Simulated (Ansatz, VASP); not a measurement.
Mg: VASP beside Ansatz

Contents of INCAR:

```
SYSTEM = Mg
  ALGO = Normal
  EDIFF = 1E-7
  ENCUT = 520
  GGA = PS
  ISIF = 2
  ISMEAR = -1
  LASPH = .TRUE.
  LCHARG = .TRUE.
  LELF = .TRUE.
  LREAL = .FALSE.
  LVHAR = .TRUE.
  LWAVE = .FALSE.
  NBANDS = 9
  NELM = 100
  PREC = Accurate
  SIGMA = 0.08
```

Contents of KPOINTS:

```
k-points
0
G
  12 12 7
  0 0 0
```

Contents of POSCAR:

```
Mg
1.0
    3.2092715325      0.0000000000      0.0000000000
   -1.6046357662      2.7793106748      0.0000000000
    0.0000000000      0.0000000000      5.2103300000
Mg
2
Direct
    0.3333333333      0.6666666667      0.2500000000
    0.6666666667      0.3333333333      0.7500000000
```

Input for Ansatz:

```yaml
crystal:
  lattice:
    - [3.2092715325, 0.0, 0.0]
    - [-1.6046357662, 2.7793106748, 0.0]
    - [0.0, 0.0, 5.21033]
  atoms:
    - { symbol: Mg, position: [0.3333333333, 0.6666666667, 0.25] }
    - { symbol: Mg, position: [0.6666666667, 0.3333333333, 0.75] }
kpoints:
  mp_grid: { grid: [12, 12, 7] }
  band_path:
    path:
      - [0.0, 0.0, 0.0]
      - [0.5, 0.0, 0.0]
      - [0.3333333333, 0.3333333333, 0.0]
      - [0.0, 0.0, 0.0]
      - [0.0, 0.0, 0.5]
      - [0.5, 0.0, 0.5]
      - [0.3333333333, 0.3333333333, 0.5]
      - [0.0, 0.0, 0.5]
      - [0.5, 0.0, 0.5]
    npoints: 14
scf:
  occupations: { method: fermi_dirac, width: 0.08 }
hamiltonian:
  xc: pbesol
  pseudopotentials: { kind: all_electron, lapw: { basis_error: 0.0005 } }
output:
  forces: true
  stress: true
  eigenvalues: true
  populations: true
  dos: { projected: true, de: 0.2, e_range: [-14, 8] }
```

Alike in both runs: task single point; functional PBEsol; k mesh 12 × 12 × 7; occupations fermi-dirac, width 0.08 eV; no spin polarisation.

```csv
,VASP,Ansatz
version,VASP 6.6.1,Ansatz 0.2.0
potentials or method,"VASP PAW PBE potentials, release 64 (Mg), cutoff 520 eV","all-electron LAPW, scalar-relativistic"
```

|  | VASP | Ansatz | Ansatz less VASP |
| --- | --- | --- | --- |
| pressure (GPa) | -1.2 | -1.1 | +0.04 |
| traceless stress, the component that is largest in VASP (GPa) | -0.52 | -0.52 | +0.002 |

VASP's potentials were made for PBE, not for PBEsol. Ansatz ran all-electron here, and VASP with PAW potentials.
